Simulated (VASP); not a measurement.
# Os4C (Im-3m) in VASP: further runs

The runs below take Os4C through single point, relaxation of cell and atoms, with PBE.

All numbers are computed with VASP 6.6.1; they aren't measurements. Logs are shortened: lines on timing, memory, paths and dates and some standing lists are left out, and cuts for length are marked.

## Step 1: The cell of the first run

The structure is cubic, space group Im-3m (No. 229). The conventional cell has a = 5.220 Å, b = 5.220 Å, c = 5.220 Å, α = 90.00°, β = 90.00°, γ = 90.00°. Within 3.0 Å of Os (site symmetry -3m) lie 2 C at 2.26 Å and 6 Os at 2.61 Å. C (site symmetry m-3m) has 8 Os at 2.26 Å within 3.0 Å.

## Step 2: Single point, PBE

The input, INCAR:

```
PREC = Accurate
ENCUT = 520
EDIFF = 1E-6
ISMEAR = 0
SIGMA = 0.1
LREAL = False
LASPH = True
NELM = 80
ALGO = Normal
ISIF = 2
LWAVE = False
LCHARG = False
GGA = PE
NBANDS = 26
```

The input, KPOINTS:

```
Automatic mesh
0
Gamma
  6 6 6
```

The input, POSCAR:

```
Os4C
1.0
   -2.6100129900      2.6100129900      2.6100129900
    2.6100129900     -2.6100129900      2.6100129900
    2.6100129900      2.6100129900     -2.6100129900
Os C
4 1
Direct
    0.5000000000      0.5000000000      0.5000000000
    0.0000000000      0.0000000000      0.5000000000
    0.0000000000      0.5000000000      0.0000000000
    0.5000000000      0.0000000000      0.0000000000
    0.0000000000      0.0000000000      0.0000000000
```

Potentials or basis: VASP PAW PBE potentials, release 64 (Os, C).

Started as:

```sh
cat potpaw_PBE.64/Os/POTCAR potpaw_PBE.64/C/POTCAR > POTCAR
mpirun -np 1 vasp_std > vasp.out
```

OUTCAR:

```text
PREC = Accurate
   ENCUT = 520
   EDIFF = 1E-6
   ISMEAR = 0
   LREAL = False
   LASPH = True
   NELM = 80
   ISIF = 2
   GGA = PE

 ion  position               nearest neighbor table
   1  0.500  0.500  0.500-   5 2.26   5 2.26   4 2.61   2 2.61   4 2.61   3 2.61   2 2.61   3 2.61

   2  0.000  0.000  0.500-   5 2.26   5 2.26   4 2.61   1 2.61   3 2.61   3 2.61   4 2.61   1 2.61

   3  0.000  0.500  0.000-   5 2.26   5 2.26   4 2.61   1 2.61   2 2.61   2 2.61   1 2.61   4 2.61

   4  0.500  0.000  0.000-   5 2.26   5 2.26   3 2.61   1 2.61   1 2.61   2 2.61   2 2.61   3 2.61

   5  0.000  0.000  0.000-   1 2.26   2 2.26   3 2.26   4 2.26   2 2.26   3 2.26   4 2.26   1 2.26

  LATTYP: Found a body centered cubic cell.
 ALAT       =     5.2200259800

  Lattice vectors:

 A1 = (  -2.6100129900,   2.6100129900,   2.6100129900)
 A2 = (   2.6100129900,  -2.6100129900,   2.6100129900)
 A3 = (   2.6100129900,   2.6100129900,  -2.6100129900)

Analysis of symmetry for initial positions (statically):
=====================================================================
 Subroutine PRICEL returns:
 Original cell was already a primitive cell.

 Routine SETGRP: Setting up the symmetry group for a
 body centered cubic supercell.

 Subroutine GETGRP returns: Found 48 space group operations
 (whereof 48 operations were pure point group operations)
 out of a pool of 48 trial point group operations.

The static configuration has the point symmetry O_h .

Analysis of symmetry for dynamics (positions and initial velocities):
=====================================================================
 Subroutine PRICEL returns:
 Original cell was already a primitive cell.

 Routine SETGRP: Setting up the symmetry group for a
 body centered cubic supercell.

 Subroutine GETGRP returns: Found 48 space group operations
 (whereof 48 operations were pure point group operations)
 out of a pool of 48 trial point group operations.

The dynamic configuration has the point symmetry O_h .

 Subroutine INISYM returns: Found 48 space group operations
 (whereof 48 operations are pure point group operations),
 and found     1 'primitive' translations

----------------------------------------------------------------------------------------

                                     Primitive cell

  volume of cell :      71.1194

  direct lattice vectors                    reciprocal lattice vectors
    -2.610012990  2.610012990  2.610012990     0.000000000  0.191569928  0.191569928
     2.610012990 -2.610012990  2.610012990     0.191569928  0.000000000  0.191569928
     2.610012990  2.610012990 -2.610012990     0.191569928  0.191569928  0.000000000

  length of vectors
     4.520675107  4.520675107  4.520675107     0.270920790  0.270920790  0.270920790

  position of ions in fractional coordinates (direct lattice)
     0.500000000  0.500000000  0.500000000
     0.000000000  0.000000000  0.500000000
     0.000000000  0.500000000  0.000000000
     0.500000000  0.000000000  0.000000000
     0.000000000  0.000000000  0.000000000

  ion indices of the primitive-cell ions
   primitive index   ion index
                 1           1
                 2           2
                 3           3
                 4           4
                 5           5

----------------------------------------------------------------------------------------

 KPOINTS: Automatic mesh

Automatic generation of k-mesh.
 Grid dimensions read from file:
 generate k-points for:    6    6    6

 Generating k-lattice:

  Cartesian coordinates                     Fractional coordinates (reciprocal lattice)
     0.000000000  0.031928321  0.031928321     0.166666667  0.000000000  0.000000000
     0.031928321  0.000000000  0.031928321     0.000000000  0.166666667  0.000000000
     0.031928321  0.031928321  0.000000000     0.000000000  0.000000000  0.166666667

  Length of vectors
     0.045153465  0.045153465  0.045153465

  Shift w.r.t. Gamma in fractional coordinates (k-lattice)
     0.000000000  0.000000000  0.000000000

 Subroutine IBZKPT returns following result:
 ===========================================

 Found     16 irreducible k-points:

 Following reciprocal coordinates:
            Coordinates               Weight
  0.000000  0.000000  0.000000      1.000000
  0.166667  0.000000  0.000000     12.000000
  0.333333  0.000000  0.000000     12.000000
  0.500000  0.000000  0.000000      6.000000
  0.166667  0.166667  0.000000     24.000000
  0.333333  0.166667  0.000000     48.000000
[... 8 lines left out ...]
  0.500000  0.500000  0.333333     12.000000
  0.500000  0.500000  0.500000      1.000000
   k-points           NKPTS =     16   k-points in BZ     NKDIM =     16   number of bands    NBANDS=     26
   number of dos      NEDOS =    301   number of ions     NIONS =      5
   total plane-waves  NPLWV =  46656
   dimension x,y,z NGX =    36 NGY =   36 NGZ =   36
   dimension x,y,z NGXF=    72 NGYF=   72 NGZF=   72
   ions per type =               4   1
   NGX,Y,Z   is equivalent  to a cutoff of  13.24, 13.24, 13.24 a.u.
   NGXF,Y,Z  is equivalent  to a cutoff of  26.48, 26.48, 26.48 a.u.
 SYSTEM =  unknown system
   PREC   = accura    normal or accurate (medium, high low for compatibility)
   ISTART =      0    job   : 0-new  1-cont  2-samecut
   ICHARG =      2    charge: 1-file 2-atom 10-const
   ISPIN  =      1    spin polarized calculation?
   LNONCOLLINEAR =      F non collinear calculations
   LSORBIT =      F    spin-orbit coupling
   LASPH  =      T    aspherical Exc in radial PAW
   ENCUT  =  520.0 eV  38.22 Ry    6.18 a.u.   8.41  8.41  8.41*2*pi/ulx,y,z
   NELM   =     80;   NELMIN=  2; NELMDL= -5     # of ELM steps
   EDIFF  = 0.1E-05   stopping-criterion for ELM
   LREAL  =      F    real-space projection
   EDIFFG = 0.1E-04   stopping-criterion for IOM
   NSW    =      0    number of steps for IOM
   IBRION =     -1    ionic relax: 0-MD 1-quasi-New 2-CG
   NFREE  =      0    steps in history (QN), initial steepest desc. (CG)
   ISIF   =      2    stress and relaxation
   ISYM   =      2    0-nonsym 1-usesym 2-fastsym
   POTIM  = 0.5000    time-step for ionic-motion
   TEBEG  =    0.0;   TEEND  =   0.0 temperature during run
   PSTRESS=    0.0 pullay stress
   NELECT =      36.0000    total number of electrons
   NUPDOWN=      -1.0000    fix difference up-down
   EMIN   =  10.00;   EMAX   =-10.00  energy-range for DOS
   EFERMI =   0.00;   METHOD = LEGACY
   ISMEAR =     0;   SIGMA  =   0.10  broadening in eV -4-tet -1-fermi 0-gaus
   EFERMI_NEDOS =   21; number of points for ismear=-14 and -15
   IALGO  =     38    algorithm
   IMIX   =      4    mixing-type and parameters
     AMIX     =   0.40;   BMIX     =  1.00
     AMIX_MAG =   1.60;   BMIX_MAG =  1.00
  volume/ion in A,a.u.               =      14.22        95.99
  Fermi-wavevector in a.u.,A,eV,Ry     =   1.304707  2.465539 23.160659  1.702260
  Thomas-Fermi vector in A             =   2.435625
   LORBIT       =      0    0 simple, 1 ext, 2 COOP (PROOUT), +10 PAW based schemes
   GGA     = PE    functional components
   LHFCALC =     F    Hartree Fock is set to
   AEXX    =    0.0000 exact exchange contribution
   IVDW    =     0    specifies the selected vdW correction
   LEPSILON=     F    determine dielectric tensor
   LRPA    =     F    only Hartree local field effects (RPA)
 non-spin polarized calculation
 Gauss-broadening in eV      SIGMA  =   0.10
  energy-cutoff  :      520.00
  volume of cell :       71.12
 maximum number of plane-waves:      1961
 NGX is ok and might be reduce to    36
   NGX = 17   NGY = 17   NGZ = 17

 number of electron      36.0000004 magnetization

 Free energy of the ion-electron system (eV)
  ---------------------------------------------------
  ext. energy  EPLUGINS =         0.00000000
  ---------------------------------------------------
  free energy    TOTEN  =       -47.36316614 eV

  energy without entropy =      -47.32254602  energy(sigma->0) =      -47.34285608

 E-fermi :   7.6063     XC(G=0): -13.0409

 val. band max:        7.5986119172   @ k =   0.1667   0.1667   0.1667
 cond. band min:       7.6367729874   @ k =   0.5000   0.5000   0.1667
 fundamental gap:      0.0381610702
 Fermi energy:         7.6063307179

 k-point     1 :       0.0000    0.0000    0.0000
  band No.  band energies     occupation
      1      -6.7359      2.00000
      2      -0.2189      2.00000
      3       1.2505      2.00000
      4       1.2505      2.00000
      5       1.9371      2.00000
      6       1.9371      2.00000
[... 18 lines left out ...]
     25      11.6858      0.00000
     26      11.9006      0.00000

 k-point     2 :       0.1667    0.0000    0.0000
  band No.  band energies     occupation
      1      -6.4591      2.00000
      2       0.1018      2.00000
      3       1.3879      2.00000
      4       1.4459      2.00000
      5       2.1307      2.00000
      6       2.2344      2.00000
[... 18 lines left out ...]
     25      11.3836      0.00000
     26      12.0697      0.00000

 k-point     3 :       0.3333    0.0000    0.0000
  band No.  band energies     occupation
      1      -5.7870      2.00000
      2       0.1195      2.00000
      3       1.3864      2.00000
      4       1.5963      2.00000
      5       1.6877      2.00000
      6       2.4191      2.00000
[... 18 lines left out ...]
     25      11.6237      0.00000
     26      13.4867      0.00000

 k-point     4 :       0.5000    0.0000    0.0000
  band No.  band energies     occupation
      1      -5.3478      2.00000
      2      -0.5522      2.00000
      3       1.2273      2.00000
      4       1.8532      2.00000
      5       2.1962      2.00000
      6       2.6185      2.00000
[... 18 lines left out ...]
     25      12.0938      0.00000
     26      14.3819      0.00000

 k-point     5 :       0.1667    0.1667    0.0000
  band No.  band energies     occupation
      1      -5.9788      2.00000
      2       0.4200      2.00000
      3       1.3480      2.00000
      4       1.4658      2.00000
      5       1.6386      2.00000
      6       2.4131      2.00000
[... 18 lines left out ...]
     25      11.7823      0.00000
     26      12.0352      0.00000

 k-point     6 :       0.3333    0.1667    0.0000
  band No.  band energies     occupation
      1      -5.3731      2.00000
      2      -0.2228      2.00000
      3       0.9365      2.00000
      4       1.6945      2.00000
      5       2.1001      2.00000
      6       2.9181      2.00000
[... 195 lines left out ...]
 k-point    13 :      -0.3333    0.5000    0.1667
  band No.  band energies     occupation
      1      -4.9202      2.00000
      2      -0.4843      2.00000
      3      -0.0962      2.00000
      4       0.9433      2.00000
      5       2.1614      2.00000
      6       2.7659      2.00000
[... 18 lines left out ...]
     25      12.0143      0.00000
     26      12.7291      0.00000

 k-point    14 :      -0.3333    0.3333    0.3333
  band No.  band energies     occupation
      1      -4.8265      2.00000
      2      -0.1947      2.00000
      3      -0.1947      2.00000
      4       0.0284      2.00000
      5       1.8023      2.00000
      6       2.4311      2.00000
[... 18 lines left out ...]
     25      11.8449      0.00000
     26      12.7393      0.00000

 k-point    15 :       0.5000    0.5000    0.3333
  band No.  band energies     occupation
      1      -4.3292      2.00000
      2      -0.8854      2.00000
      3      -0.5792      2.00000
      4      -0.1316      2.00000
      5       2.3310      2.00000
      6       2.4238      2.00000
[... 18 lines left out ...]
     25      12.2955      0.00000
     26      12.9836      0.00000

 k-point    16 :       0.5000    0.5000    0.5000
  band No.  band energies     occupation
      1      -3.7516      2.00000
      2      -0.9958      2.00000
      3      -0.9958      2.00000
      4      -0.9958      2.00000
      5       2.3480      2.00000
      6       2.3480      2.00000
[... 18 lines left out ...]
     25      12.4709      0.00000
     26      12.4709      0.00000

------------------------ aborting loop because EDIFF is reached ----------------------------------------

  FORCE on cell =-STRESS in cart. coord.  units (eV):
  Direction    XX          YY          ZZ          XY          YZ          ZX
  --------------------------------------------------------------------------------------
  -------------------------------------------------------------------------------------
  Total       -1.0602327     -1.0602327     -1.0602327      0.0000000      0.0000000      0.0000000
  in kB      -23.8849189    -23.8849189    -23.8849189      0.0000000      0.0000000      0.0000000
  external PRESSURE =     -23.8849189 kB  Pullay stress =       0.0000000 kB

 VOLUME and BASIS-vectors are now :
 -----------------------------------------------------------------------------
  energy-cutoff  :      520.00
  volume of cell :       71.12
      direct lattice vectors                 reciprocal lattice vectors
    -2.610012990  2.610012990  2.610012990     0.000000000  0.191569928  0.191569928
     2.610012990 -2.610012990  2.610012990     0.191569928  0.000000000  0.191569928
     2.610012990  2.610012990 -2.610012990     0.191569928  0.191569928  0.000000000

 POSITION                                       TOTAL-FORCE (eV/Angst)
 -----------------------------------------------------------------------------------
      1.30501      1.30501      1.30501         0.000000      0.000000      0.000000
      1.30501      1.30501     -1.30501        -0.000000      0.000000      0.000000
      1.30501     -1.30501      1.30501        -0.000000     -0.000000      0.000000
     -1.30501      1.30501      1.30501         0.000000     -0.000000     -0.000000
      0.00000      0.00000      0.00000         0.000000     -0.000000      0.000000
 -----------------------------------------------------------------------------------
    total drift:                                0.000000     -0.000000      0.000000

  FREE ENERGIE OF THE ION-ELECTRON SYSTEM (eV)
  ---------------------------------------------------
  free  energy   TOTEN  =       -47.3631661384 eV

  energy  without entropy=      -47.3225460198  energy(sigma->0) =      -47.34285608
```

Run time: 18 s. Hardware: 1 thread of Intel Xeon 6975P-C (Granite Rapids), shared host; peak memory 0.2 GiB.

Results:

| Quantity | Value |
| --- | --- |
| Free energy | -47.3632 eV |
| Pressure | -2.4 GPa |
| Band gap on the k mesh | zero (band 18 reaches 8.34 eV, above the bottom of band 19 at 6.98 eV) |

Levels at points of the mesh, in eV from the Fermi level:
```csv
k point,band 13,band 14,band 15,band 16,band 17,band 18,band 19,band 20,band 21,band 22
"(0.00, 0.00, 0.00)",-0.92,-0.92,-0.92,-0.40,-0.40,-0.40,1.83,1.83,1.83,3.97
"(0.50, 0.00, 0.00)",-1.91,-1.88,-1.84,-1.05,-0.99,-0.32,-0.20,0.39,0.41,0.44
"(0.50, 0.50, 0.50)",-1.98,-1.15,-1.15,-0.96,-0.96,-0.96,1.83,2.28,2.28,4.29
```

Caveat: spin-orbit coupling is left out, which moves the levels of the heavy elements.

[end of part 1 of 2]
